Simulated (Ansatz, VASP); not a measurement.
Al32H in VASP and in Ansatz

```
CELL_PARAMETERS angstrom
8.09970 0.00000 0.00000
0.00000 8.09970 0.00000
0.00000 0.00000 8.09970
ATOMIC_POSITIONS crystal
Al 0.49999 0.00001 0.99961
Al 0.75091 0.25088 0.99909
Al 0.75039 0.00001 0.25001
Al 0.00007 0.00009 0.99919
Al 0.24912 0.25089 0.99912
Al 0.49990 0.49994 0.99920
Al 0.75086 0.74914 0.99914
Al 0.24969 0.99999 0.24998
Al 0.50001 0.25032 0.24999
Al 0.75080 0.49994 0.25010
Al 0.50002 0.99999 0.50031
Al 0.75088 0.25089 0.50088
Al 0.75080 0.00009 0.74992
Al 0.00003 0.49997 0.00469
Al 0.24912 0.74908 0.99908
Al 0.00006 0.25048 0.25015
Al 0.24954 0.49995 0.25015
Al 0.49999 0.74961 0.25001
Al 0.00006 0.00013 0.50046
Al 0.24920 0.25080 0.50080
Al 0.49985 0.49995 0.50046
Al 0.75092 0.74908 0.50088
Al 0.24953 0.00013 0.74994
Al 0.49985 0.25049 0.74994
Al 0.74533 0.49997 0.74997
Al 0.00007 0.74922 0.25011
Al 0.00004 0.49997 0.49618
Al 0.24912 0.74913 0.50088
Al 0.00004 0.24614 0.74996
Al 0.25382 0.49997 0.74996
Al 0.49990 0.74922 0.74992
Al 0.00003 0.75460 0.74997
H 0.99411 0.50510 0.75606
```

Alike in both runs: functional PBE; k mesh 2 × 2 × 2; occupations fermi-dirac, width 0.05 eV; no spin polarisation.

Ansatz relaxed the structure, and its values are those at the end. VASP's run is a single point on that final structure, the one shown.

```csv
,VASP,Ansatz
version,VASP 6.6.1,Ansatz 0.2.0
potentials or method,"VASP PAW PBE potentials, release 64 (Al, H), cutoff 520 eV","scalar-relativistic, plane waves, PAW"
valence electrons in the cell,97,97
```

Ansatz gave:

| Property | Result |
| --- | --- |
| rms of the force components (eV/Å) | 0.011 |

Task: Which values does VASP return?

Result: rms of the force components (eV/Å): 0.012.

The k mesh is coarse, so the values compare programs but aren't converged.
